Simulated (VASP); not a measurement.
Wanted: the native input for a VASP 6.6.1 run.

```
Task                   : relaxation of cell and atoms
Functional             : PBEsol
Potentials or basis    : VASP PAW PBE potentials, release 64 (Bi_d)
Cutoff                 : 600 eV
k mesh                 : 8 × 8 × 4
Occupations            : fermi-dirac, width 0.05 eV
Spin                   : no spin polarisation
Target pressure        : 2 GPa
Dipole correction      : no
Further INCAR settings : ALGO = Fast; EDIFF = 1e-06; IBRION = 2; EDIFFG = -0.01; NSW = 60; ISIF = 3
```

The structure of Bi lies in POSCAR:

```
Bi
1.0
    3.2383762460      0.0000000000      0.0000000000
    0.0000000000      3.2216433200      0.0000000000
   -0.0804548793      0.0000000000      6.4438887882
Bi
2
Direct
    0.5442472500      0.0000000000      0.7495778900
    0.4557527500      0.0000000000      0.2504221100
```

One way to write it, as run:

INCAR

```
SYSTEM = Bi
PREC = Accurate ; ENCUT = 600
EDIFF = 1E-6 ; ISMEAR = -1
SIGMA = 0.05 ; LREAL = .FALSE.
LASPH = .TRUE. ; NELM = 60
ALGO = Fast ; ISIF = 3
LWAVE = .FALSE. ; LCHARG = .FALSE.
GGA = PS ; IBRION = 2
NSW = 60 ; EDIFFG = -0.01
PSTRESS = 20.0
```

KPOINTS

```
regular mesh
0
G
  8 8 4
  0 0 0
```

Potentials or basis: VASP PAW PBE potentials, release 64 (Bi_d).

The run is started by

```console
$ cat potpaw_PBE.64/Bi_d/POTCAR > POTCAR
$ mpirun -np 1 vasp_std > vasp.out
```

Results of the run:

The relaxed volume is 32.11 Å³/atom and the relaxed cell is a = 3.180 Å, b = 3.200 Å, c = 6.324 Å, α = 90.00°, β = 93.66°, γ = 90.00°. The space group after relaxing (to 0.1 Å) is P2/m (No. 10) and the energy change on relaxing (the run minimises the enthalpy) is +4.1 meV/atom. The ionic steps are 26 and the pressure after relaxing is 2.0 GPa. The largest force after relaxing is 0.007 eV/Å and the band gap on the k mesh is zero (bands 15 and 16 overlap by 6.40 eV).

Caveat: the cell is relaxed towards a set pressure, so the run minimises the enthalpy, not the energy; the PAW data sets were made with another functional, which shifts forces and pressure a little; spin-orbit coupling is left out, which moves the levels of the heavy elements.

Run time: 14 min on 1 thread of Intel(R) Xeon(R) 6975P-C (Granite Rapids), with other jobs on the host, peak memory 0.29 GiB.
